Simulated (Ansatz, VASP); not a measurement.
**Two plane-wave programs on Mg16O17**

```xyz
33
Lattice="-4.2544 4.2544 4.2544 4.2544 -4.2544 4.2544 4.2544 4.2544 -4.2544" Properties=species:S:1:pos:R:3 pbc="T T T"
Mg    0.0319    0.0303   -0.0329
Mg    4.2860    2.1543   -2.1630
Mg    4.2861    0.0302   -0.0327
Mg    4.2861   -2.0939    2.0978
Mg    2.1559    4.2844   -2.1631
Mg    2.1651    2.1637   -0.1665
Mg    2.1526   -0.1039    2.1007
Mg    2.1622   -2.1003    4.2219
Mg    0.0318    4.2845   -0.0326
Mg   -0.1024    2.1512    2.1008
Mg    0.0319    0.0304    4.2216
Mg    4.4200    2.1636    2.0879
Mg   -2.0924    4.2846    2.0979
Mg   -2.0988    2.1608    4.2219
Mg    2.1651    4.4185    2.0879
Mg    2.1528    2.1513    4.3554
O     2.1589    2.1574   -2.1599
O     2.1588    0.0408   -0.0220
O     2.1588   -2.0972    2.0945
O     6.4132    0.0197   -0.0432
O     0.0423    2.1573   -0.0220
O    -0.0348   -0.0364    2.0823
O     4.3527    2.1452   -0.0992
O     4.2755    0.0406    2.0946
O    -2.0956    2.1573    2.0945
O     2.1468    4.3511   -0.0992
O     1.7453    1.7438    2.5076
O     2.1712   -0.0365    4.2883
O     0.0214    6.4117   -0.0430
O     0.0422    4.2739    2.0947
O    -0.0349    2.1697    4.2883
O     0.0983    0.0967    6.3609
O     2.5721    2.5707    1.6814
```

Alike in both runs: functional PBE; k mesh 1 × 1 × 1; occupations fermi-dirac, width 0.01 eV; no spin polarisation.

Ansatz relaxed the structure, and its values are those at the end. VASP's run is a single point on that final structure, the one shown.

|  | VASP | Ansatz |
| --- | --- | --- |
| version | VASP 6.6.1 | Ansatz 0.2.0 |
| potentials or method | VASP PAW PBE potentials, release 64 (Mg, O), cutoff 520 eV | plane-wave PAW DFT |
| valence electrons in the cell | 134 | 262 |

VASP gave:

| Item | Value |
| --- | --- |
| rms of the force components (eV/Å) | 0.038 |

Task: Which values does Ansatz return?

Result: rms of the force components (eV/Å): 0.004.

VASP's potentials hold 134 valence electrons a cell and Ansatz's 262, so a difference there can come from the potentials and not from the codes.
